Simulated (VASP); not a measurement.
The system is Cu.

```
CELL_PARAMETERS angstrom
1.21846 -3.97638 0.00000
1.21846 3.97638 0.00000
0.00000 0.00000 2.47550
ATOMIC_POSITIONS crystal
Cu 0.86613 0.13387 0.75000
Cu 0.13387 0.86613 0.25000
```

Program: VASP 6.6.1. Alike in all runs: task single point; no spin polarisation; cell as given; cutoff (eV) 520.

**Question.** Order these runs on this cell by their pressure, lowest first.
A. level PBE; potentials or basis VASP PAW PBE potentials, release 64 (Cu); k mesh 10 × 10 × 10; smearing methfessel-paxton 0.1 eV
B. level LDA; potentials or basis VASP PAW LDA potentials, release 64 (Cu); k mesh 11 × 11 × 11; smearing fermi-dirac 0.05 eV
C. level PBE+U; potentials or basis VASP PAW PBE potentials, release 64 (Cu); U Cu d U = 8.0 eV; k mesh 11 × 11 × 11; smearing fermi-dirac 0.05 eV
D. level PBE+U; potentials or basis VASP PAW PBE potentials, release 64 (Cu); U Cu d U = 3.0 eV; k mesh 11 × 11 × 11; smearing fermi-dirac 0.05 eV
E. level PBEsol; potentials or basis VASP PAW PBE potentials, release 64 (Cu); k mesh 9 × 9 × 9; smearing fermi-dirac 0.05 eV

**Answer.** B (-6.8 GPa), E (-0.9 GPa), C (3.0 GPa), D (5.2 GPa), A (7.0 GPa).

Caveats: the cell stands under pressure (at least some runs); U without spin polarisation on a metal has little footing (at least some runs); the U is typed as a test and isn't derived for this compound (at least some runs); the cell stands under tension (at least some runs); the PAW data sets were made with another functional, which shifts forces and pressure a little (at least some runs).
